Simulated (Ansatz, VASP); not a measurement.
**TiGeRu4: VASP beside Ansatz**

```xyz
12
Lattice="0.0000 -3.8678 0.0000 -5.6726 0.0000 0.0000 0.0000 0.0000 -7.8675" Properties=species:S:1:pos:R:3 pbc="T T T"
Ti   -5.6726    0.0000   -7.8675
Ti   -2.8363   -3.8678   -7.8675
Ge   -4.2545   -1.9339   -3.9338
Ge   -1.4182   -1.9339   -3.9338
Ru   -2.8363   -3.8678   -5.2698
Ru   -5.6726    0.0000   -5.2698
Ru   -2.8363   -3.8678   -2.5978
Ru    0.0000   -3.8678   -2.5978
Ru   -4.2545   -1.9339   -6.4773
Ru   -1.4182   -1.9339   -6.4773
Ru   -4.2545   -1.9339   -1.3903
Ru   -1.4182   -1.9339   -1.3903
```

Alike in both runs: task single point; functional PBE; k mesh 6 × 4 × 4; occupations gaussian, width 0.2 eV; no spin polarisation.

|  | VASP | Ansatz |
| --- | --- | --- |
| version | VASP 6.6.1 | Ansatz 0.2.0 |
| potentials or method | VASP PAW PBE potentials, release 64 (Ti_sv, Ge_d, Ru_pv), cutoff 500 eV | scalar-relativistic, plane waves, PAW |
| valence electrons in the cell | 164 | 180 |

VASP gave:

```
gap on the k mesh at the Fermi level (eV)                     : none
pressure (GPa)                                                : 0.1
traceless stress, the component that is largest in VASP (GPa) : 0.30
rms of the force components (eV/Å)                            : 0.018
```

Problem. What did Ansatz give for the same quantities?

Solution. gap on the k mesh at the Fermi level (eV): none; pressure (GPa): 0.2; traceless stress, the component that is largest in VASP (GPa): 0.25; rms of the force components (eV/Å): 0.013.

Atom by atom the forces differ by 0.006 eV/Å (rms over components). A gap of «none» marks a metal or a gap that the smearing closes. The functional is the same, so the differences come from potentials, cutoffs and numerics. VASP's potentials hold 164 valence electrons a cell and Ansatz's 180, so a difference there can come from the potentials and not from the codes.
